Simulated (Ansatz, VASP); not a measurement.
## Si in VASP and in Ansatz

```
Si
1.0
    -1.66020    1.66020    1.30481
     1.66020   -1.66020    1.30481
     1.66020    1.66020   -1.30481
Si
1
Direct
  0.00000 0.00000 0.00000
```

Change from the starting cell: strain +0.015 along x and y, +0.000 along z, atoms carried along.

Alike in both runs: task single point; functional LDA; k mesh 28 × 28 × 28; occupations gaussian, width 0.15 eV; no spin polarisation.

```csv
,VASP,Ansatz
version,VASP 6.6.1,Ansatz 0.2.0
potentials or method,"VASP PAW LDA potentials, release 64 (Si), cutoff 520 eV","scalar-relativistic, plane waves, PAW"
valence electrons in the cell,4,4
```

Ansatz gave:

* gap on the k mesh at the Fermi level (eV): none
* pressure (GPa): -2.6
* traceless stress, the component that is largest in VASP (GPa): 0.52

Which values does VASP return?

gap on the k mesh at the Fermi level (eV): none; pressure (GPa): -2.6; traceless stress, the component that is largest in VASP (GPa): 0.50.

LDA's correlation is that of Perdew and Zunger in VASP and of Perdew and Wang (1992) in Ansatz. A gap of «none» marks a metal or a gap that the smearing closes.
